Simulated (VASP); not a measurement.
# NaH (F-43m) in VASP: a series of runs, part 2 of 2

VASP 6.6.1.

## 3. Single point, PBE (volume changed by -10%)

Input file INCAR:

```
ALGO = Normal ; EDIFF = 1E-6
ENCUT = 520 ; GGA = PE
ISIF = 2 ; ISMEAR = 0
LASPH = True ; LCHARG = True
LELF = True ; LREAL = False
LVHAR = True ; LWAVE = False
NBANDS = 11 ; NELM = 100
PREC = Accurate ; SIGMA = 0.01
```

Input file KPOINTS:

```
k-points
0
Gamma
  4 4 4
```

Input file POSCAR:

```
NaH
1.0
    0.0000000000      2.5072997155      2.5072997155
    2.5072997155      0.0000000000      2.5072997155
    2.5072997155      2.5072997155      0.0000000000
Na H
1 1
Direct
    0.0000000000      0.0000000000      0.0000000000
    0.2500000000      0.2500000000      0.2500000000
```

Potentials or basis: VASP PAW PBE potentials, release 64 (Na_pv, H).

The run is started by

```bash
> cat potpaw_PBE.64/Na_pv/POTCAR potpaw_PBE.64/H/POTCAR > POTCAR
> mpirun -np 1 vasp_std > vasp.out
```

OUTCAR:

```text
EDIFF = 1E-6
   ENCUT = 520
   GGA = PE
   ISIF = 2
   ISMEAR = 0
   LASPH = True
   LREAL = False
   NELM = 100
   PREC = Accurate

 ion  position               nearest neighbor table
   1  0.000  0.000  0.000-
   2  0.250  0.250  0.250-

  LATTYP: Found a face centered cubic cell.
 ALAT       =     5.0145994310

  Lattice vectors:

 A1 = (   0.0000000000,   2.5072997155,   2.5072997155)
 A2 = (   2.5072997155,   0.0000000000,   2.5072997155)
 A3 = (   2.5072997155,   2.5072997155,   0.0000000000)

Analysis of symmetry for initial positions (statically):
=====================================================================
 Subroutine PRICEL returns:
 Original cell was already a primitive cell.

 Routine SETGRP: Setting up the symmetry group for a
 face centered cubic supercell.

 Subroutine GETGRP returns: Found 24 space group operations
 (whereof 24 operations were pure point group operations)
 out of a pool of 48 trial point group operations.

The static configuration has the point symmetry T_d .

Analysis of symmetry for dynamics (positions and initial velocities):
=====================================================================
 Subroutine PRICEL returns:
 Original cell was already a primitive cell.

 Routine SETGRP: Setting up the symmetry group for a
 face centered cubic supercell.

 Subroutine GETGRP returns: Found 24 space group operations
 (whereof 24 operations were pure point group operations)
 out of a pool of 48 trial point group operations.

The dynamic configuration has the point symmetry T_d .

 Subroutine INISYM returns: Found 24 space group operations
 (whereof 24 operations are pure point group operations),
 and found     1 'primitive' translations

----------------------------------------------------------------------------------------

[... 99 lines left out ...]
   LORBIT       =      0    0 simple, 1 ext, 2 COOP (PROOUT), +10 PAW based schemes
   GGA     = PE    functional components
   LHFCALC =     F    Hartree Fock is set to
   AEXX    =    0.0000 exact exchange contribution
   IVDW    =     0    specifies the selected vdW correction
   LEPSILON=     F    determine dielectric tensor
   LRPA    =     F    only Hartree local field effects (RPA)
 non-spin polarized calculation
 Gauss-broadening in eV      SIGMA  =   0.01
  energy-cutoff  :      520.00
  volume of cell :       31.52
 maximum number of plane-waves:       869
 NGX is ok and might be reduce to    28
   NGX = 13   NGY = 13   NGZ = 13

 number of electron       7.9999995 magnetization

 Free energy of the ion-electron system (eV)
  ---------------------------------------------------
  ext. energy  EPLUGINS =         0.00000000
  ---------------------------------------------------
  free energy    TOTEN  =        -4.95980636 eV

  energy without entropy =       -4.95980636  energy(sigma->0) =       -4.95980636

 E-fermi :  -1.4737     XC(G=0):  -7.2076

 val. band max:       -1.5787342394   @ k =  -0.2500   0.5000   0.2500
 cond. band min:       2.1123794361   @ k =   0.5000   0.0000   0.0000
 fundamental gap:      3.6911136756
 Fermi energy:        -1.4736519541

 k-point     1 :       0.0000    0.0000    0.0000
  band No.  band energies     occupation
      1     -23.4037      2.00000
      2     -23.4037      2.00000
      3     -23.4037      2.00000
      4      -4.7049      2.00000
      5       7.2149      0.00000
      6      12.4040      0.00000
      7      12.4040      0.00000
      8      12.4040      0.00000
      9      15.4741      0.00000
     10      15.4741      0.00000
     11      15.4741      0.00000
[... 85 lines left out ...]
 k-point     8 :      -0.2500    0.5000    0.2500
  band No.  band energies     occupation
      1     -23.4529      2.00000
      2     -23.4453      2.00000
      3     -23.4281      2.00000
      4      -1.5787      2.00000
      5       4.4484      0.00000
      6       4.7448      0.00000
      7       6.2378      0.00000
      8      13.4465      0.00000
      9      14.5043      0.00000
     10      16.6585      0.00000
     11      17.6274      0.00000

------------------------ aborting loop because EDIFF is reached ----------------------------------------

  FORCE on cell =-STRESS in cart. coord.  units (eV):
  Direction    XX          YY          ZZ          XY          YZ          ZX
  --------------------------------------------------------------------------------------
  -------------------------------------------------------------------------------------
  Total        0.5031360      0.5031360      0.5031360     -0.0000000     -0.0000000     -0.0000000
  in kB       25.5709692     25.5709692     25.5709692     -0.0000000     -0.0000000     -0.0000000
  external PRESSURE =      25.5709692 kB  Pullay stress =       0.0000000 kB

 VOLUME and BASIS-vectors are now :
 -----------------------------------------------------------------------------
  energy-cutoff  :      520.00
  volume of cell :       31.52
      direct lattice vectors                 reciprocal lattice vectors
     0.000000000  2.507299715  2.507299715    -0.199417723  0.199417723  0.199417723
     2.507299715  0.000000000  2.507299715     0.199417723 -0.199417723  0.199417723
     2.507299715  2.507299715  0.000000000     0.199417723  0.199417723 -0.199417723

 POSITION                                       TOTAL-FORCE (eV/Angst)
 -----------------------------------------------------------------------------------
      0.00000      0.00000      0.00000        -0.000000     -0.000000     -0.000000
      1.25365      1.25365      1.25365         0.000000      0.000000      0.000000
 -----------------------------------------------------------------------------------
    total drift:                                0.000001      0.000001      0.000000

  FREE ENERGIE OF THE ION-ELECTRON SYSTEM (eV)
  ---------------------------------------------------
  free  energy   TOTEN  =        -4.9598063626 eV

  energy  without entropy=       -4.9598063626  energy(sigma->0) =       -4.95980636
```

It took 3.1 s on 1 thread of AMD EPYC 9R45 (Zen 5), shared host; peak memory 0.11 GiB.

Results:

```
Free energy            : -4.9598 eV
Pressure               : 2.6 GPa
Band gap on the k mesh : 3.69 eV, indirect (least direct gap 4.47 eV)
```

Caveat: the k points lie up to 0.54 Å⁻¹ apart.

## 4. Single point, PBE (volume changed by +10%)

Input file INCAR:

```
PREC = Accurate
ENCUT = 520
EDIFF = 1E-7
ISMEAR = 0
SIGMA = 0.01
LREAL = F
LASPH = T
NELM = 80
ALGO = Normal
ISIF = 2
LWAVE = F
LCHARG = F
GGA = PE
NBANDS = 11
```

Input file KPOINTS:

```
regular mesh
0
Gamma
  4 4 4
```

Input file POSCAR:

```
NaH
1.0
    0.0000000000      2.6807499710      2.6807499710
    2.6807499710      0.0000000000      2.6807499710
    2.6807499710      2.6807499710      0.0000000000
Na H
1 1
Direct
    0.0000000000      0.0000000000      0.0000000000
    0.2500000000      0.2500000000      0.2500000000
```

The run is started by

```bash
> cat potpaw_PBE.64/Na_pv/POTCAR potpaw_PBE.64/H/POTCAR > POTCAR
> mpirun -np 1 vasp_std > vasp.out
```

Wall time 3 s (1 thread of AMD EPYC 9R45 (Zen 5), shared host); peak memory 0.11 GiB.

Results (log left out):

```
Free energy            : -4.9786 eV
Pressure               : -1.2 GPa
Band gap on the k mesh : 3.54 eV, indirect (least direct gap 4.18 eV)
```

Levels at points of the mesh, in eV from the valence-band top:
| k point | band 1 | band 2 | band 3 | band 4 | band 5 | band 6 | band 7 | band 8 | band 9 |
| --- | --- | --- | --- | --- | --- | --- | --- | --- | --- |
| (0.00, 0.00, 0.00) | -22.16 | -22.16 | -22.16 | -2.60 | 7.72 | 12.77 | 12.77 | 12.77 | 15.11 |
| (0.50, 0.00, 0.00) | -22.20 | -22.17 | -22.17 | -0.65 | 3.54 | 10.05 | 12.05 | 12.05 | 13.43 |
| (0.50, 0.50, 0.00) | -22.19 | -22.17 | -22.17 | -0.07 | 4.89 | 7.19 | 9.27 | 9.27 | 11.58 |

Caveat: the k points lie up to 0.51 Å⁻¹ apart.

## 5. Overview

| cell | gap on the mesh (eV) | pressure (GPa) |
| --- | --- | --- |
| a = 3.733 Å, angles 60.0°, 2 atoms | 3.57 | -0.6 |
| a = 3.546 Å, angles 60.0°, 2 atoms | 3.69 | 2.6 |
| a = 3.791 Å, angles 60.0°, 2 atoms | 3.54 | -1.2 |

Alike in all rows: task single point; level PBE; potentials or basis VASP PAW PBE potentials, release 64 (Na_pv, H); no spin polarisation; k mesh 4 × 4 × 4; cutoff (eV) 520; smearing gaussian 0.01 eV.

Caveats: all runs use coarse meshes.

Absolute energies hang on the potentials; compare differences alone.
